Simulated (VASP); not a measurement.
Here is a VASP 6.6.1 calculation.

File INCAR:

```
ALGO = Normal ; DIPOL = 0.5 0.5 0.500
EDIFF = 1E-6 ; ENCUT = 520
GGA = PE ; IDIPOL = 3
ISIF = 2 ; ISMEAR = 0
IVDW = 12 ; LASPH = T
LCHARG = F ; LDIPOL = T
LREAL = F ; LWAVE = F
NBANDS = 11 ; NELM = 60
PREC = Accurate ; SIGMA = 0.1
```

The input KPOINTS:

```
k-points
0
Gamma
  21 21 1
```

Contents of POSCAR:

```
C
1.0
    2.5660000000      0.0000000000      0.0000000000
   -1.2830000000      2.2222211861      0.0000000000
    0.0000000000      0.0000000000     26.0024170307
C
2
Direct
    0.6666666667      0.3333333333      0.5027497444
    0.3333333333      0.6666666667      0.4972502556
```

Potentials or basis: VASP PAW PBE potentials, release 64 (C).

The run is started by

```console
$ cat potpaw_PBE.64/C/POTCAR > POTCAR
$ mpirun -np 1 vasp_std > vasp.out
```

**Question.** Estimate the largest force.

**Answer.** 2.359 eV/Å.

**Question.** Estimate the band gap on the k mesh.

**Answer.** Zero (filled and empty bands touch).

**Question.** Predict the dispersion energy per atom.

**Answer.** -0.085 eV.

Forces in eV/Å, atoms in the order of the input:
```
C    0.000  0.000 -2.359
C    0.000  0.000  2.359
```
